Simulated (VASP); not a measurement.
Wanted: the native input for a VASP 6.6.1 run.

- Task: single point
- Functional: LDA
- Potentials or basis: VASP PAW LDA potentials, release 64 (In_d)
- Cutoff: 520 eV
- k mesh: 11 × 11 × 11
- Occupations: fermi-dirac, width 0.1 eV
- Spin: non-collinear spin, zero start, spin-orbit coupling
- Starting moments: [[0.0, 0.0, 0.0]] μB
- Dipole correction: no
- Further INCAR settings: ALGO = Normal; EDIFF = 1e-06; NBANDS = 24

The structure of In lies in POSCAR:

```
In
1.0
    2.9714946025      0.0000000000      0.0000000000
    0.0000000000      2.9714946025      0.0000000000
    0.0000000000      0.0000000000      2.9714946025
In
1
Direct
    0.0000000000      0.0000000000      0.0000000000
```

One way to write it, as run:

INCAR

```
ALGO     = Normal         # electronic algorithm
EDIFF    = 1E-6           # SCF threshold, eV
ENCUT    = 520            # plane-wave cutoff, eV
GGA      = CA             # functional
GGA_COMPAT= False        
ISIF     = 2              # what is computed and relaxed
ISMEAR   = -1             # smearing method
LASPH    = True           # aspherical terms in the spheres
LCHARG   = False          # write CHGCAR
LORBIT   = 11             # projections on sites
LORBMOM  = True         
LREAL    = False          # projectors in reciprocal space
LSORBIT  = True           # spin-orbit coupling
LWAVE    = False          # write WAVECAR
MAGMOM   = 0 0 0          # initial moments
NBANDS   = 24             # bands
NELM     = 150            # most SCF steps
PREC     = Accurate       # precision mode
SIGMA    = 0.1            # smearing width, eV
```

KPOINTS

```
k-points
0
Gamma
  11 11 11
```

Potentials or basis: VASP PAW LDA potentials, release 64 (In_d).

Run with:

```bash
$ cat potpaw_LDA.64/In_d/POTCAR > POTCAR
$ mpirun -np 1 vasp_ncl > vasp.out
```

It gave:

The pressure is 0.1 GPa. The net moment is 0.00 μB per cell. The valence electrons inside the program's atomic spheres are In 11.45.

Run time: 40 s on 1 thread of Intel(R) Xeon(R) Platinum 8488C (Sapphire Rapids), on a shared host, peak memory 0.2 GiB.
